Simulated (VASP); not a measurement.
# Ge: single point with LDA

Ge:

```xyz
2
Lattice="-0.0749 2.8109 2.9233 2.8109 -0.0749 2.9233 2.7360 2.7360 0.0000" Properties=species:S:1:pos:R:3 pbc="T T T"
Ge    2.7360    2.7360    2.9233
Ge    4.1040    4.1040    4.3850
```

This cell differs from its parent crystal: engineering shear strain xy -0.0533, normal strain along z +0.0400.

* Program: VASP 6.6.1
* Task: single point
* Functional: LDA
* Potentials or basis: VASP PAW LDA potentials, release 64 (Ge_d)
* Cutoff: 520 eV
* k mesh: 14 × 14 × 14
* Occupations: gaussian, width 0.15 eV
* Spin: no spin polarisation

```json
{
  "Pressure": "-2.1 GPa",
  "Largest force": "0.396 eV/Å",
  "Band gap on the k mesh": "zero (bands 14 and 15 overlap by 0.27 eV)"
}
```

Forces on the atoms (eV/Å):
```
Ge   0.000  0.000 -0.396
Ge   0.000  0.000  0.396
```

Stress tensor (GPa, compression positive):
```
-1.13  4.11  0.00
 4.11 -1.13  0.00
 0.00  0.00 -4.18
```

Levels at points of the mesh, in eV from the Fermi level:
```csv
k point,band 11,band 12,band 13,band 14,band 15,band 16,band 17,band 18
"(0.00, 0.00, 0.00)",-12.66,-0.41,-0.23,0.05,0.18,2.07,2.74,2.88
"(0.50, 0.00, 0.00)",-10.80,-7.47,-1.43,-1.06,0.14,3.58,4.15,7.14
"(0.50, 0.50, 0.00)",-9.24,-8.73,-3.08,-2.54,0.59,1.24,9.18,9.27
"(0.00, 0.00, 0.50)",-10.44,-7.63,-1.68,-1.30,-0.20,3.54,3.70,6.83
"(0.50, 0.00, 0.50)",-8.79,-8.79,-3.09,-3.09,0.59,0.59,9.05,9.05
```

Run time: 6.2 min on 1 thread of Intel Xeon 8259CL (shared host), peak memory 0.4 GiB.

Caveat: the cell differs from its parent crystal (engineering shear strain xy -0.0533, normal strain along z +0.0400); semilocal functionals underestimate gaps, and a narrow one can read as zero.
